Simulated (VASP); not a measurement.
Crystal: CuO.

```xyz
6
Lattice="4.1609 0.0000 0.0000 0.0000 4.1609 0.0000 0.0000 0.0000 3.8876" Properties=species:S:1:pos:R:3 pbc="T T T"
Cu    2.0805    0.0000    1.9438
Cu    0.0000    2.0805    1.9438
Cu    0.0000    0.0000    0.0000
O     0.0000    0.0000    1.9438
O     2.0805    0.0000    0.0000
O     0.0000    2.0805    0.0000
```

Base run:

```yaml
Program: VASP 6.6.1
Functional: r2SCAN
Potentials_or_basis: VASP PAW PBE potentials, release 64 (Cu_sv_GW, O)
Cutoff: 900 eV
k_mesh: 7 × 7 × 7
Occupations: fermi-dirac, width 0.05 eV
Spin: no spin polarisation
```

Its results: band gap on the k mesh zero (an odd number of electrons rules out a gap without spin polarisation); pressure -5.1 GPa.

Question: The run is repeated on the same cell with these changes: functional from r2SCAN to PBE; cutoff from 900 eV to 820 eV; k mesh from 7 × 7 × 7 to 5 × 5 × 5. What comes out?

Answer: Band gap on the k mesh zero (an odd number of electrons rules out a gap without spin polarisation); pressure 1.2 GPa.

Several settings changed at once.

Caveats: an odd number of electrons without spin polarisation forces a metal; a magnetic or distorted state may lie lower; semilocal functionals often make such compounds metallic where correlation or magnetic order opens a gap, which also shifts bond lengths; the cell stands under tension (at least some runs); the PAW data sets were made with another functional, which shifts forces and pressure a little (at least some runs).
